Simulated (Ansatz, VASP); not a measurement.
Au in VASP and in Ansatz

```
CELL_PARAMETERS angstrom
2.98173 0.00000 0.00000
-1.49087 2.58225 0.00000
0.00000 0.00000 4.61613
ATOMIC_POSITIONS crystal
Au 0.33333 0.66667 0.75000
Au 0.66667 0.33333 0.25000
```

Alike in both runs: task single point; functional PBEsol; k mesh 24 × 24 × 12; occupations gaussian, width 0.15 eV; no spin polarisation.

|  | VASP | Ansatz |
| --- | --- | --- |
| version | VASP 6.6.1 | Ansatz 0.2.0 |
| potentials or method | VASP PAW PBE potentials, release 64 (Au), cutoff 520 eV | scalar-relativistic, plane waves, PAW |
| valence electrons in the cell | 22 | 38 |

Ansatz gave:

```
gap on the k mesh at the Fermi level (eV)                     : none
pressure (GPa)                                                : -5.8
traceless stress, the component that is largest in VASP (GPa) : 3.69
```

Task: Which values does VASP return?

Result: gap on the k mesh at the Fermi level (eV): none; pressure (GPa): -6.1; traceless stress, the component that is largest in VASP (GPa): 3.66.

VASP's potentials were made for PBE, not for PBEsol. A gap of «none» marks a metal or a gap that the smearing closes. The functional is the same, so the differences come from potentials, cutoffs and numerics. VASP's potentials hold 22 valence electrons a cell and Ansatz's 38, so a difference there can come from the potentials and not from the codes.

Neither program's run includes spin-orbit coupling.
